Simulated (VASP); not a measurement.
A run of VASP 6.6.1 is set up as follows.

INCAR

```
PREC = Accurate ; ENCUT = 520
EDIFF = 1E-8 ; ISMEAR = 0
SIGMA = 0.01 ; LREAL = F
LASPH = T ; NELM = 60
ALGO = Normal ; ISIF = 2
LWAVE = F ; LCHARG = F
GGA = PE ; IVDW = 12
IBRION = 6 ; NFREE = 2
POTIM = 0.015 ; NSW = 1
```

File KPOINTS:

```
regular mesh
0
Gamma
  12 12 6
```

Contents of POSCAR:

```
SiO2
1.0
    2.6865084272      0.0000000000      0.0000000000
   -1.3432542136      2.3265845455      0.0000000000
    0.0000000000      0.0000000000      4.6006108566
Si O
1 2
Direct
    0.0000000000      0.0000000000      0.5000000000
    0.3333333333      0.6666666667      0.6990237700
    0.6666666667      0.3333333333      0.3009762300
```

Potentials or basis: VASP PAW PBE potentials, release 64 (Si, O).

Command:

```bash
$ cat potpaw_PBE.64/Si/POTCAR potpaw_PBE.64/O/POTCAR > POTCAR
$ mpirun -np 1 vasp_std > vasp.out
```

Problem. Estimate the highest phonon frequency at Γ, LO-TO splitting left out.

Solution. 834 cm⁻¹.

Problem. Predict the dispersion energy per atom.

Solution. -0.187 eV.

Phonon frequencies in cm⁻¹ (negative: imaginary):
| q point | frequencies |
| --- | --- |
| (0.000, 0.000, 0.000) | 0 0 0 541 541 561 561 690 834 |
